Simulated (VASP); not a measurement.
# ZnSe4 (C2) in VASP: a series of runs

ZnSe4 is run at these levels: PBE; tasks: single point, relaxation of shape and atoms at fixed volume.

Everything below comes from runs of VASP 6.6.1. Logs are shortened: lines on timing, memory, paths and dates and some standing lists are left out, and cuts for length are marked.

## Step 1: The cell of the first run

It takes space group C2 (No. 5, monoclinic). Conventional cell: a = 6.764 Å, b = 4.848 Å, c = 8.299 Å, α = 90.00°, β = 107.06°, γ = 90.00°. Zn (site symmetry 2) has 4 Se at 2.50 to 2.54 Å within 3.3 Å. Se (site symmetry 1) has 2 Se at 2.30 to 2.49 Å within 3.0 Å. Se (site symmetry 1) has 1 Se at 2.49 Å and 2 Zn at 2.50 to 2.54 Å within 3.3 Å.

## Step 2: Single point, PBE

Contents of INCAR:

```
PREC = Accurate
ENCUT = 520
EDIFF = 1E-7
ISMEAR = 0
SIGMA = 0.02
LREAL = F
LASPH = T
NELM = 100
ALGO = Normal
ISIF = 2
LWAVE = F
LCHARG = T
GGA = PE
LELF = T
LVHAR = T
NBANDS = 26
```

Contents of KPOINTS:

```
regular mesh
0
Gamma
  8 8 4
```

Contents of POSCAR:

```
ZnSe4
1.0
    3.3818746890     -2.4242367248     -0.0004046222
    3.3818746890      2.4242367248     -0.0004046222
   -2.4336274103      0.0000000000      7.9341694254
Zn Se
1 4
Direct
    0.9867941224      0.0132058776      0.0000000000
    0.6492324003      0.6742762315      0.5966083605
    0.3257237685      0.3507675997      0.4033916395
    0.5947815707      0.9445318619      0.1678785631
    0.0554681381      0.4052184293      0.8321214369
```

Potentials or basis: VASP PAW PBE potentials, release 64 (Zn, Se).

The run is started by

```bash
> cat potpaw_PBE.64/Zn/POTCAR potpaw_PBE.64/Se/POTCAR > POTCAR
> mpirun -np 1 vasp_std > vasp.out
```

OUTCAR:

```text
PREC = Accurate
   ENCUT = 520
   EDIFF = 1E-7
   ISMEAR = 0
   LREAL = F
   LASPH = T
   NELM = 100
   ISIF = 2
   GGA = PE

 ion  position               nearest neighbor table
   1  0.987  0.013  0.000-   4 2.50   5 2.50   4 2.54   5 2.54
   2  0.649  0.674  0.597-   3 2.30   5 2.49
   3  0.326  0.351  0.403-   2 2.30   4 2.49
   4  0.595  0.945  0.168-   3 2.49   1 2.50   1 2.54
   5  0.055  0.405  0.832-   2 2.49   1 2.50   1 2.54

  LATTYP: Found a base centered monoclinic cell.
 ALAT       =     6.7637494264
 B/A-ratio  =     0.7168322101
 C/A-ratio  =     1.2269838330
 COS(beta)  =    -0.2933574391

  Lattice vectors:

 A1 = (   3.3818746890,  -2.4242367248,  -0.0004046222)
 A2 = (   3.3818746890,   2.4242367248,  -0.0004046222)
 A3 = (  -2.4336274103,   0.0000000000,   7.9341694254)

Analysis of symmetry for initial positions (statically):
=====================================================================
 Subroutine PRICEL returns:
 Original cell was already a primitive cell.

 Routine SETGRP: Setting up the symmetry group for a
 base centered monoclinic supercell.

 Subroutine GETGRP returns: Found  2 space group operations
 (whereof  2 operations were pure point group operations)
 out of a pool of  4 trial point group operations.

The static configuration has the point symmetry C_2 .

Analysis of symmetry for dynamics (positions and initial velocities):
=====================================================================
 Subroutine PRICEL returns:
 Original cell was already a primitive cell.

 Routine SETGRP: Setting up the symmetry group for a
 base centered monoclinic supercell.

 Subroutine GETGRP returns: Found  2 space group operations
 (whereof  2 operations were pure point group operations)
 out of a pool of  4 trial point group operations.

The dynamic configuration has the point symmetry C_2 .

 Subroutine INISYM returns: Found  2 space group operations
 (whereof  2 operations are pure point group operations),
 and found     1 'primitive' translations

----------------------------------------------------------------------------------------

                                     Primitive cell

  volume of cell :     130.0912

  direct lattice vectors                    reciprocal lattice vectors
     3.381874689 -2.424236725 -0.000404622     0.147852418 -0.206250485  0.045350392
     3.381874689  2.424236725 -0.000404622     0.147852418  0.206250485  0.045350392
    -2.433627410  0.000000000  7.934169425     0.000015080  0.000000000  0.126041763

  length of vectors
     4.161009526  4.161009526  8.299011197     0.257791113  0.257791113  0.126041764

  position of ions in fractional coordinates (direct lattice)
     0.986794122  0.013205878  0.000000000
     0.649232400  0.674276232  0.596608360
     0.325723768  0.350767600  0.403391640
     0.594781571  0.944531862  0.167878563
     0.055468138  0.405218429  0.832121437

  ion indices of the primitive-cell ions
   primitive index   ion index
                 1           1
                 2           2
                 3           3
                 4           4
                 5           5

----------------------------------------------------------------------------------------

 KPOINTS: regular mesh

Automatic generation of k-mesh.
 Grid dimensions read from file:
 generate k-points for:    8    8    4

 Generating k-lattice:

  Cartesian coordinates                     Fractional coordinates (reciprocal lattice)
     0.018481552 -0.025781311  0.005668799     0.125000000  0.000000000  0.000000000
     0.018481552  0.025781311  0.005668799     0.000000000  0.125000000  0.000000000
     0.000003770  0.000000000  0.031510441     0.000000000  0.000000000  0.250000000

  Length of vectors
     0.032223889  0.032223889  0.031510441

  Shift w.r.t. Gamma in fractional coordinates (k-lattice)
     0.000000000  0.000000000  0.000000000

 Subroutine IBZKPT returns following result:
 ===========================================

 Found     78 irreducible k-points:

 Following reciprocal coordinates:
            Coordinates               Weight
  0.000000  0.000000  0.000000      1.000000
  0.125000  0.000000 -0.000000      4.000000
  0.250000  0.000000 -0.000000      4.000000
  0.375000 -0.000000  0.000000      4.000000
  0.500000  0.000000 -0.000000      2.000000
  0.125000  0.125000 -0.000000      2.000000
[... 16 lines left out ...]
  0.125000  0.000000  0.250000      4.000000
  0.250000 -0.000000  0.250000      4.000000
 [... further k-points ...]
   k-points           NKPTS =     78   k-points in BZ     NKDIM =     78   number of bands    NBANDS=     26
   number of dos      NEDOS =    301   number of ions     NIONS =      5
   total plane-waves  NPLWV =  65536
   dimension x,y,z NGX =    32 NGY =   32 NGZ =   64
   dimension x,y,z NGXF=    64 NGYF=   64 NGZF=  128
   ions per type =               1   4
   NGX,Y,Z   is equivalent  to a cutoff of  12.79, 12.79, 12.82 a.u.
   NGXF,Y,Z  is equivalent  to a cutoff of  25.57, 25.57, 25.64 a.u.
 SYSTEM =  unknown system
   PREC   = accura    normal or accurate (medium, high low for compatibility)
   ISTART =      0    job   : 0-new  1-cont  2-samecut
   ICHARG =      2    charge: 1-file 2-atom 10-const
   ISPIN  =      1    spin polarized calculation?
   LNONCOLLINEAR =      F non collinear calculations
   LSORBIT =      F    spin-orbit coupling
   LASPH  =      T    aspherical Exc in radial PAW
   ENCUT  =  520.0 eV  38.22 Ry    6.18 a.u.   7.74  7.74 15.43*2*pi/ulx,y,z
   NELM   =    100;   NELMIN=  2; NELMDL= -5     # of ELM steps
   EDIFF  = 0.1E-06   stopping-criterion for ELM
   LREAL  =      F    real-space projection
   EDIFFG = 0.1E-05   stopping-criterion for IOM
   NSW    =      0    number of steps for IOM
   IBRION =     -1    ionic relax: 0-MD 1-quasi-New 2-CG
   NFREE  =      0    steps in history (QN), initial steepest desc. (CG)
   ISIF   =      2    stress and relaxation
   ISYM   =      2    0-nonsym 1-usesym 2-fastsym
   POTIM  = 0.5000    time-step for ionic-motion
   TEBEG  =    0.0;   TEEND  =   0.0 temperature during run
   PSTRESS=    0.0 pullay stress
   NELECT =      36.0000    total number of electrons
   NUPDOWN=      -1.0000    fix difference up-down
   EMIN   =  10.00;   EMAX   =-10.00  energy-range for DOS
   EFERMI =   0.00;   METHOD = LEGACY
   ISMEAR =     0;   SIGMA  =   0.02  broadening in eV -4-tet -1-fermi 0-gaus
   EFERMI_NEDOS =   21; number of points for ismear=-14 and -15
   IALGO  =     38    algorithm
   IMIX   =      4    mixing-type and parameters
     AMIX     =   0.40;   BMIX     =  1.00
     AMIX_MAG =   1.60;   BMIX_MAG =  1.00
  volume/ion in A,a.u.               =      26.02       175.58
  Fermi-wavevector in a.u.,A,eV,Ry     =   1.066824  2.016006 15.484988  1.138114
  Thomas-Fermi vector in A             =   2.202421
   LORBIT       =      0    0 simple, 1 ext, 2 COOP (PROOUT), +10 PAW based schemes
   GGA     = PE    functional components
   LHFCALC =     F    Hartree Fock is set to
   AEXX    =    0.0000 exact exchange contribution
   IVDW    =     0    specifies the selected vdW correction
   LEPSILON=     F    determine dielectric tensor
   LRPA    =     F    only Hartree local field effects (RPA)
 non-spin polarized calculation
 Gauss-broadening in eV      SIGMA  =   0.02
  energy-cutoff  :      520.00
  volume of cell :      130.09
 maximum number of plane-waves:      3522
   NGX = 15   NGY = 15   NGZ = 31

 number of electron      35.9999994 magnetization

 Free energy of the ion-electron system (eV)
  ---------------------------------------------------
  ext. energy  EPLUGINS =         0.00000000
  ---------------------------------------------------
  free energy    TOTEN  =       -15.70144308 eV

  energy without entropy =      -15.70144308  energy(sigma->0) =      -15.70144308

 E-fermi :   2.2648     XC(G=0):  -8.9831

 val. band max:        2.1108804659   @ k =  -0.2500   0.1250   0.5000
 cond. band min:       2.8753957800   @ k =   0.0000   0.0000   0.5000
 fundamental gap:      0.7645153142
 Fermi energy:         2.2647792475

 k-point     1 :       0.0000    0.0000    0.0000
  band No.  band energies     occupation
      1     -13.0874      2.00000
      2     -11.1501      2.00000
      3     -10.6182      2.00000
      4      -8.1412      2.00000
      5      -4.7737      2.00000
      6      -4.5691      2.00000
[... 18 lines left out ...]
     25       8.3898      0.00000
     26       9.0644      0.00000

 k-point     2 :       0.1250    0.0000   -0.0000
  band No.  band energies     occupation
      1     -13.0312      2.00000
      2     -11.1579      2.00000
      3     -10.5460      2.00000
      4      -8.2316      2.00000
      5      -4.7699      2.00000
      6      -4.5705      2.00000
[... 18 lines left out ...]
     25       8.4361      0.00000
     26       9.1192      0.00000

 k-point     3 :       0.2500    0.0000   -0.0000
  band No.  band energies     occupation
      1     -12.8844      2.00000
      2     -11.1650      2.00000
      3     -10.3847      2.00000
      4      -8.4524      2.00000
      5      -4.7559      2.00000
      6      -4.5732      2.00000
[... 18 lines left out ...]
     25       8.6794      0.00000
     26       9.3527      0.00000

 k-point     4 :       0.3750   -0.0000    0.0000
  band No.  band energies     occupation
      1     -12.7177      2.00000
      2     -11.1665      2.00000
      3     -10.2365      2.00000
      4      -8.6747      2.00000
      5      -4.7322      2.00000
      6      -4.5721      2.00000
[... 18 lines left out ...]
     25       9.0545      0.00000
     26       9.4574      0.00000

 k-point     5 :       0.5000    0.0000   -0.0000
  band No.  band energies     occupation
      1     -12.6408      2.00000
      2     -11.1680      2.00000
      3     -10.1794      2.00000
      4      -8.7658      2.00000
      5      -4.7195      2.00000
      6      -4.5712      2.00000
[... 18 lines left out ...]
     25       9.3987      0.00000
     26       9.5496      0.00000

 k-point     6 :       0.1250    0.1250   -0.0000
  band No.  band energies     occupation
      1     -12.9970      2.00000
      2     -11.2181      2.00000
      3     -10.4376      2.00000
      4      -8.2707      2.00000
      5      -4.7613      2.00000
      6      -4.5618      2.00000
[... 427 lines left out ...]
 k-point    21 :       0.5000    0.5000   -0.0000
  band No.  band energies     occupation
      1     -12.3614      2.00000
      2     -11.2239      2.00000
      3      -9.8960      2.00000
      4      -8.8838      2.00000
      5      -4.6444      2.00000
      6      -4.5245      2.00000
[... 18 lines left out ...]
     25       8.9180      0.00000
     26      10.6363      0.00000

 k-point    22 :       0.0000    0.0000    0.2500
  band No.  band energies     occupation
      1     -13.0584      2.00000
      2     -11.4340      2.00000
      3     -10.2342      2.00000
      4      -8.3110      2.00000
      5      -4.7391      2.00000
      6      -4.5597      2.00000
[... 18 lines left out ...]
     25       8.2222      0.00000
     26       9.1815      0.00000

 k-point    23 :       0.1250    0.0000    0.2500
  band No.  band energies     occupation
      1     -12.9952      2.00000
      2     -11.4604      2.00000
      3     -10.1150      2.00000
      4      -8.4397      2.00000
      5      -4.7297      2.00000
      6      -4.5569      2.00000
[... 18 lines left out ...]
     25       8.2955      0.00000
     26       8.9808      0.00000

 k-point    24 :       0.2500   -0.0000    0.2500
  band No.  band energies     occupation
      1     -12.8525      2.00000
      2     -11.3920      2.00000
      3     -10.0470      2.00000
      4      -8.6218      2.00000
      5      -4.7140      2.00000
      6      -4.5557      2.00000
[... 18 lines left out ...]
     25       8.5785      0.00000
     26       9.2517      0.00000

 [... further k-points ...]
[... 5 lines left out ...]
  --------------------------------------------------------------------------------------
  -------------------------------------------------------------------------------------
  Total        0.1202469      0.0625612      0.1078050      0.0000000      0.0000000      0.0084028
  in kB        1.4809365      0.7704915      1.3277044      0.0000000      0.0000000      0.1034871
  external PRESSURE =       1.1930441 kB  Pullay stress =       0.0000000 kB

 VOLUME and BASIS-vectors are now :
 -----------------------------------------------------------------------------
  energy-cutoff  :      520.00
  volume of cell :      130.09
      direct lattice vectors                 reciprocal lattice vectors
     3.381874689 -2.424236725 -0.000404622     0.147852418 -0.206250485  0.045350392
     3.381874689  2.424236725 -0.000404622     0.147852418  0.206250485  0.045350392
    -2.433627410  0.000000000  7.934169425     0.000015080  0.000000000  0.126041763

 POSITION                                       TOTAL-FORCE (eV/Angst)
 -----------------------------------------------------------------------------------
      3.38187     -2.36021     -0.00040         0.000000      0.005851      0.000000
      3.02402      0.06071      4.73306         0.022459      0.007471      0.015290
      1.30610      0.06071      3.20030        -0.022459      0.007471     -0.015290
      4.79721      0.84788      1.33135        -0.007627     -0.010397      0.008102
     -0.46709      0.84788      6.60201         0.007627     -0.010397     -0.008102
 -----------------------------------------------------------------------------------
    total drift:                                0.000000     -0.001366     -0.000000

  FREE ENERGIE OF THE ION-ELECTRON SYSTEM (eV)
  ---------------------------------------------------
  free  energy   TOTEN  =       -15.7014430813 eV

  energy  without entropy=      -15.7014430813  energy(sigma->0) =      -15.70144308
```

Wall time 3 min (1 thread of Intel Xeon Platinum 8488C (Sapphire Rapids), shared host); peak memory 0.39 GiB.

What came out:

```
Free energy            : -15.7014 eV
Pressure               : 0.1 GPa
Largest force          : 0.028 eV/Å
Band gap on the k mesh : 0.76 eV, indirect (least direct gap 1.05 eV)
```

Forces in eV/Å, atoms in the order of the input:
```
Zn   0.000  0.006  0.000
Se   0.022  0.007  0.015
Se  -0.022  0.007 -0.015
Se  -0.008 -0.010  0.008
Se   0.008 -0.010 -0.008
```

Levels at points of the mesh, in eV from the valence-band top:
```tsv
k point	band 14	band 15	band 16	band 17	band 18	band 19	band 20	band 21	band 22	band 23
(0.00, 0.00, 0.00)	-1.79	-1.45	-1.40	-1.15	-0.82	1.00	1.39	2.43	2.89	4.51
(0.50, 0.00, 0.00)	-2.36	-2.00	-1.50	-0.91	-0.20	0.95	2.49	2.61	3.12	4.79
(0.50, 0.50, 0.00)	-3.33	-2.38	-2.36	-1.50	-0.86	1.97	2.00	3.18	3.22	5.31
(0.00, 0.00, 0.50)	-1.84	-1.69	-1.16	-1.12	-0.48	0.76	1.41	1.54	3.81	4.21
(0.50, 0.00, 0.50)	-2.49	-1.93	-1.63	-0.53	-0.31	1.71	1.89	1.98	3.97	5.43
(0.50, 0.50, 0.50)	-2.15	-1.95	-1.86	-1.66	-1.13	1.24	1.52	2.17	4.14	5.94
```

A k mesh can miss the band edges.

(Continued in part 2 of 2.)
